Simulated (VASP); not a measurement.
# CO2 in VASP: notebook, part 3 of 3

VASP 6.6.1. Earlier steps stand in the parts before.

## Step 4: Single point, PBE (volume 19.117 Å^3 an atom, c/a of the conventional cell 0.9762)

INCAR

```
  PREC = Accurate
  ENCUT = 520
  EDIFF = 1E-7
  ISMEAR = 0
  SIGMA = 0.05
  LREAL = F
  LASPH = T
  NELM = 100
  ALGO = Normal
  ISIF = 2
  LWAVE = F
  LCHARG = F
  GGA = PE
  NBANDS = 44
```

KPOINTS

```
regular mesh
0
Gamma
  4 4 4
```

POSCAR

```
CO2
1.0
    6.1709788928      0.0000000000      0.0000000000
    0.0000000000      6.1709788928      0.0000000000
    0.0000000000      0.0000000000      6.0241095952
C O
4 8
Direct
    0.0000000000      0.0000000000      0.0000000000
    0.5000000000      0.0000000000      0.5000000000
    0.5000000000      0.5000000000      0.0000000000
    0.0000000000      0.5000000000      0.5000000000
    0.1114834447      0.1114834447      0.1114834447
    0.3885165553      0.8885165553      0.6114834447
    0.6114834447      0.3885165553      0.8885165553
    0.8885165553      0.6114834447      0.3885165553
    0.8885165553      0.8885165553      0.8885165553
    0.6114834447      0.1114834447      0.3885165553
    0.3885165553      0.6114834447      0.1114834447
    0.1114834447      0.3885165553      0.6114834447
```

Potentials or basis: VASP PAW PBE potentials, release 64 (C, O).

Command:

```bash
$ cat potpaw_PBE.64/C/POTCAR potpaw_PBE.64/O/POTCAR > POTCAR
$ mpirun -np 1 vasp_std > vasp.out
```

OUTCAR:

```text
PREC = Accurate
   ENCUT = 520
   EDIFF = 1E-7
   ISMEAR = 0
   LREAL = F
   LASPH = T
   NELM = 100
   ISIF = 2
   GGA = PE

 ion  position               nearest neighbor table
   1  0.000  0.000  0.000-   5 1.18   9 1.18
   2  0.500  0.000  0.500-   6 1.18  10 1.18
   3  0.500  0.500  0.000-   7 1.18  11 1.18
   4  0.000  0.500  0.500-   8 1.18  12 1.18
   5  0.111  0.111  0.111-   1 1.18
   6  0.389  0.889  0.611-   2 1.18
   7  0.611  0.389  0.889-   3 1.18
   8  0.889  0.611  0.389-   4 1.18
   9  0.889  0.889  0.889-   1 1.18
  10  0.611  0.111  0.389-   2 1.18
  11  0.389  0.611  0.111-   3 1.18
  12  0.111  0.389  0.611-   4 1.18

  LATTYP: Found a simple tetragonal cell.
 ALAT       =     6.1709788928
 C/A-ratio  =     0.9762000000

  Lattice vectors:

 A1 = (   6.1709788928,   0.0000000000,   0.0000000000)
 A2 = (   0.0000000000,   6.1709788928,   0.0000000000)
 A3 = (   0.0000000000,   0.0000000000,   6.0241095952)

Analysis of symmetry for initial positions (statically):
=====================================================================
 Subroutine PRICEL returns:
 Original cell was already a primitive cell.

 Routine SETGRP: Setting up the symmetry group for a
 simple tetragonal supercell.

 Subroutine GETGRP returns: Found  8 space group operations
 (whereof  2 operations were pure point group operations)
 out of a pool of 16 trial point group operations.

The static configuration has the point symmetry S_2 .
 The point group associated with its full space group is D_2h.

Analysis of symmetry for dynamics (positions and initial velocities):
=====================================================================
 Subroutine PRICEL returns:
 Original cell was already a primitive cell.

 Routine SETGRP: Setting up the symmetry group for a
 simple tetragonal supercell.

 Subroutine GETGRP returns: Found  8 space group operations
 (whereof  2 operations were pure point group operations)
 out of a pool of 16 trial point group operations.

The dynamic configuration has the point symmetry S_2 .
 The point group associated with its full space group is D_2h.

 Subroutine INISYM returns: Found  8 space group operations
 (whereof  2 operations are pure point group operations),
 and found     1 'primitive' translations

----------------------------------------------------------------------------------------

                                     Primitive cell

  volume of cell :     229.4040

  direct lattice vectors                    reciprocal lattice vectors
     6.170978893  0.000000000  0.000000000     0.162048845  0.000000000  0.000000000
     0.000000000  6.170978893  0.000000000     0.000000000  0.162048845  0.000000000
     0.000000000  0.000000000  6.024109595     0.000000000  0.000000000  0.165999636

  length of vectors
     6.170978893  6.170978893  6.024109595     0.162048845  0.162048845  0.165999636

[... 54 lines left out ...]

 Following reciprocal coordinates:
            Coordinates               Weight
  0.000000  0.000000  0.000000      1.000000
  0.250000  0.000000  0.000000      2.000000
  0.000000  0.250000  0.000000      2.000000
  0.500000  0.000000  0.000000      1.000000
  0.000000  0.500000  0.000000      1.000000
  0.250000  0.250000  0.000000      4.000000
[... 16 lines left out ...]
  0.000000  0.500000  0.500000      1.000000
  0.250000  0.250000  0.500000      4.000000
 [... further k-points ...]
   k-points           NKPTS =     27   k-points in BZ     NKDIM =     27   number of bands    NBANDS=     44
   number of dos      NEDOS =    301   number of ions     NIONS =     12
   total plane-waves  NPLWV = 110592
   dimension x,y,z NGX =    48 NGY =   48 NGZ =   48
   dimension x,y,z NGXF=    96 NGYF=   96 NGZF=   96
   ions per type =               4   8
   NGX,Y,Z   is equivalent  to a cutoff of  12.93, 12.93, 13.25 a.u.
   NGXF,Y,Z  is equivalent  to a cutoff of  25.86, 25.86, 26.49 a.u.
 SYSTEM =  unknown system
   PREC   = accura    normal or accurate (medium, high low for compatibility)
   ISTART =      0    job   : 0-new  1-cont  2-samecut
   ICHARG =      2    charge: 1-file 2-atom 10-const
   ISPIN  =      1    spin polarized calculation?
   LNONCOLLINEAR =      F non collinear calculations
   LSORBIT =      F    spin-orbit coupling
   LASPH  =      T    aspherical Exc in radial PAW
   ENCUT  =  520.0 eV  38.22 Ry    6.18 a.u.  11.47 11.47 11.20*2*pi/ulx,y,z
   NELM   =    100;   NELMIN=  2; NELMDL= -5     # of ELM steps
   EDIFF  = 0.1E-06   stopping-criterion for ELM
   LREAL  =      F    real-space projection
   EDIFFG = 0.1E-05   stopping-criterion for IOM
   NSW    =      0    number of steps for IOM
   IBRION =     -1    ionic relax: 0-MD 1-quasi-New 2-CG
   NFREE  =      0    steps in history (QN), initial steepest desc. (CG)
   ISIF   =      2    stress and relaxation
   ISYM   =      2    0-nonsym 1-usesym 2-fastsym
   POTIM  = 0.5000    time-step for ionic-motion
   TEBEG  =    0.0;   TEEND  =   0.0 temperature during run
   PSTRESS=    0.0 pullay stress
   NELECT =      64.0000    total number of electrons
   NUPDOWN=      -1.0000    fix difference up-down
   EMIN   =  10.00;   EMAX   =-10.00  energy-range for DOS
   EFERMI =   0.00;   METHOD = LEGACY
   ISMEAR =     0;   SIGMA  =   0.05  broadening in eV -4-tet -1-fermi 0-gaus
   EFERMI_NEDOS =   21; number of points for ismear=-14 and -15
   IALGO  =     38    algorithm
   IMIX   =      4    mixing-type and parameters
     AMIX     =   0.40;   BMIX     =  1.00
     AMIX_MAG =   1.60;   BMIX_MAG =  1.00
  volume/ion in A,a.u.               =      19.12       129.01
  Fermi-wavevector in a.u.,A,eV,Ry     =   1.069714  2.021467 15.568995  1.144289
  Thomas-Fermi vector in A             =   2.205402
   LORBIT       =      0    0 simple, 1 ext, 2 COOP (PROOUT), +10 PAW based schemes
   GGA     = PE    functional components
   LHFCALC =     F    Hartree Fock is set to
   AEXX    =    0.0000 exact exchange contribution
   IVDW    =     0    specifies the selected vdW correction
   LEPSILON=     F    determine dielectric tensor
   LRPA    =     F    only Hartree local field effects (RPA)
 non-spin polarized calculation
 Gauss-broadening in eV      SIGMA  =   0.05
  energy-cutoff  :      520.00
  volume of cell :      229.40
 maximum number of plane-waves:      6210
 NGX is ok and might be reduce to    48
   NGX = 23   NGY = 23   NGZ = 23

 number of electron      63.9999987 magnetization

 Free energy of the ion-electron system (eV)
  ---------------------------------------------------
  ext. energy  EPLUGINS =         0.00000000
  ---------------------------------------------------
  free energy    TOTEN  =       -92.26429184 eV

  energy without entropy =      -92.26429184  energy(sigma->0) =      -92.26429184

 E-fermi :  -4.6606     XC(G=0):  -6.7696

 val. band max:       -4.9292166610   @ k =   0.0000   0.0000   0.0000
 cond. band min:       1.5739856690   @ k =   0.0000   0.0000   0.0000
 fundamental gap:      6.5032023300
 Fermi energy:        -4.6605777677

 k-point     1 :       0.0000    0.0000    0.0000
  band No.  band energies     occupation
      1     -25.1559      2.00000
      2     -25.0783      2.00000
      3     -25.0776      2.00000
      4     -25.0735      2.00000
      5     -24.1033      2.00000
      6     -24.1028      2.00000
[... 1117 lines left out ...]
     43       4.7674      0.00000
     44       4.7674      0.00000

 [... further k-points ...]
[... 5 lines left out ...]
  --------------------------------------------------------------------------------------
  -------------------------------------------------------------------------------------
  Total       -2.4205637     -2.4170183     -2.2228070      0.0000000      0.0000000      0.0000000
  in kB      -16.9054256    -16.8806645    -15.5242757      0.0000000      0.0000000      0.0000000
  external PRESSURE =     -16.4367886 kB  Pullay stress =       0.0000000 kB

 VOLUME and BASIS-vectors are now :
 -----------------------------------------------------------------------------
  energy-cutoff  :      520.00
  volume of cell :      229.40
      direct lattice vectors                 reciprocal lattice vectors
     6.170978893  0.000000000  0.000000000     0.162048845  0.000000000  0.000000000
     0.000000000  6.170978893  0.000000000     0.000000000  0.162048845  0.000000000
     0.000000000  0.000000000  6.024109595     0.000000000  0.000000000  0.165999636

 POSITION                                       TOTAL-FORCE (eV/Angst)
 -----------------------------------------------------------------------------------
      0.00000      0.00000      0.00000         0.000000      0.000000      0.000000
      3.08549      0.00000      3.01205         0.000000      0.000000      0.000000
      3.08549      3.08549      0.00000         0.000000      0.000000      0.000000
      0.00000      3.08549      3.01205         0.000000      0.000000      0.000000
      0.68796      0.68796      0.67159        -0.365795     -0.368482     -0.355120
      2.39753      5.48302      3.68364         0.365795      0.368482     -0.355120
      3.77345      2.39753      5.35252        -0.365795      0.368482      0.355120
      5.48302      3.77345      2.34047         0.365795     -0.368482      0.355120
      5.48302      5.48302      5.35252         0.365795      0.368482      0.355120
      3.77345      0.68796      2.34047        -0.365795     -0.368482      0.355120
      2.39753      3.77345      0.67159         0.365795     -0.368482     -0.355120
      0.68796      2.39753      3.68364        -0.365795      0.368482     -0.355120
 -----------------------------------------------------------------------------------
    total drift:                                0.000000      0.000000      0.000000

  FREE ENERGIE OF THE ION-ELECTRON SYSTEM (eV)
  ---------------------------------------------------
  free  energy   TOTEN  =       -92.2642918365 eV

  energy  without entropy=      -92.2642918365  energy(sigma->0) =      -92.26429184
```

Wall time 5.5 min (1 thread of Oxide Virtual Turin-like, shared host); peak memory 0.39 GiB.

Results:

```
Free energy            : -92.2643 eV
Pressure               : -1.6 GPa
Largest force          : 0.629 eV/Å
Band gap on the k mesh : 6.50 eV, direct
```

Forces in eV/Å, atoms in the order of the input:
```
C    0.000  0.000  0.000
C    0.000  0.000  0.000
C    0.000  0.000  0.000
C    0.000  0.000  0.000
O   -0.366 -0.368 -0.355
O    0.366  0.368 -0.355
O   -0.366  0.368  0.355
O    0.366 -0.368  0.355
O    0.366  0.368  0.355
O   -0.366 -0.368  0.355
O    0.366 -0.368 -0.355
O   -0.366  0.368 -0.355
```

## Step 5: Single point, PBE (volume 19.710 Å^3 an atom, c/a of the conventional cell 1.0244)

INCAR

```
PREC     = Accurate       # precision mode
ENCUT    = 520            # plane-wave cutoff, eV
EDIFF    = 1E-6           # SCF threshold, eV
ISMEAR   = 0              # smearing method
SIGMA    = 0.05           # smearing width, eV
LREAL    = F              # projectors in reciprocal space
LASPH    = T              # aspherical terms in the spheres
NELM     = 80             # most SCF steps
ALGO     = Normal         # electronic algorithm
ISIF     = 2              # what is computed and relaxed
LWAVE    = F              # write WAVECAR
LCHARG   = F              # write CHGCAR
GGA      = PE             # functional
NBANDS   = 44             # bands
```

KPOINTS is that of step 4.

POSCAR: that of step 4 with these lines changed.

```diff
@@ -2,5 +2,5 @@
 1.0
-    6.1709788928      0.0000000000      0.0000000000
-    0.0000000000      6.1709788928      0.0000000000
-    0.0000000000      0.0000000000      6.0241095952
+    6.1347862217      0.0000000000      0.0000000000
+    0.0000000000      6.1347862217      0.0000000000
+    0.0000000000      0.0000000000      6.2844750055
 C O
```

Command:

```bash
$ cat potpaw_PBE.64/C/POTCAR potpaw_PBE.64/O/POTCAR > POTCAR
$ mpirun -np 1 vasp_std > vasp.out
```

Run time: 5.3 min. Hardware: 1 thread of Oxide Virtual Turin-like, shared host; peak memory 0.39 GiB.

The run converged. Its results:

```
Free energy            : -92.1445 eV
Pressure               : -4.1 GPa
Largest force          : 1.757 eV/Å
Band gap on the k mesh : 6.41 eV, direct
```

Forces on the atoms (eV/Å):
```
C    0.000  0.000  0.000
C    0.000  0.000  0.000
C    0.000  0.000  0.000
C    0.000  0.000  0.000
O   -1.006 -1.003 -1.033
O    1.006  1.003 -1.033
O   -1.006  1.003  1.033
O    1.006 -1.003  1.033
O    1.006  1.003  1.033
O   -1.006 -1.003  1.033
O    1.006 -1.003 -1.033
O   -1.006  1.003 -1.033
```

Stress tensor (GPa, compression positive):
```
-3.99  0.00  0.00
 0.00 -3.99  0.00
 0.00  0.00 -4.24
```

Levels at points of the mesh, in eV from the valence-band top:
| k point | band 29 | band 30 | band 31 | band 32 | band 33 | band 34 | band 35 | band 36 |
| --- | --- | --- | --- | --- | --- | --- | --- | --- |
| (0.00, 0.00, 0.00) | -0.11 | -0.10 | -0.03 | 0.00 | 6.41 | 7.79 | 7.81 | 7.82 |
| (0.50, 0.00, 0.00) | -0.16 | -0.16 | -0.06 | -0.06 | 7.65 | 7.65 | 7.77 | 7.77 |
| (0.00, 0.50, 0.00) | -0.16 | -0.16 | -0.06 | -0.06 | 7.65 | 7.65 | 7.75 | 7.75 |
| (0.50, 0.50, 0.00) | -0.15 | -0.15 | -0.15 | -0.15 | 7.74 | 7.74 | 7.74 | 7.74 |
| (0.00, 0.00, 0.50) | -0.17 | -0.17 | -0.05 | -0.05 | 7.60 | 7.60 | 7.76 | 7.76 |
| (0.50, 0.00, 0.50) | -0.15 | -0.15 | -0.15 | -0.15 | 7.75 | 7.75 | 7.75 | 7.75 |
| (0.00, 0.50, 0.50) | -0.16 | -0.16 | -0.16 | -0.16 | 7.75 | 7.75 | 7.75 | 7.75 |
| (0.50, 0.50, 0.50) | -0.16 | -0.16 | -0.16 | -0.16 | 7.77 | 7.77 | 7.77 | 7.77 |

Caveat: forces of over 1 eV/Å act on the atoms, so gaps and moduli don't describe the material at rest. A k mesh can miss the band edges.

## Step 6: Overview

| cell | gap on the mesh (eV) | pressure (GPa) | largest force (eV/Å) |
| --- | --- | --- | --- |
| a = 6.122 Å, 12 atoms | 6.52 | -1.6 | 0.61 |
| a = 6.184 Å, 12 atoms | 6.42 | -4.0 | 1.74 |
| a = 6.171, b = 6.171, c = 6.024 Å, 12 atoms | 6.50 | -1.6 | 0.63 |
| a = 6.135, b = 6.135, c = 6.284 Å, 12 atoms | 6.41 | -4.1 | 1.76 |

Alike in all rows: task single point; level PBE; potentials or basis VASP PAW PBE potentials, release 64 (C, O); no spin polarisation; k mesh 4 × 4 × 4; cutoff (eV) 520; smearing gaussian 0.05 eV.

Caveats: forces of over 1 eV/Å act on the atoms, so gaps and moduli don't describe the material at rest (some runs).

Absolute energies hang on the potentials; compare differences alone.
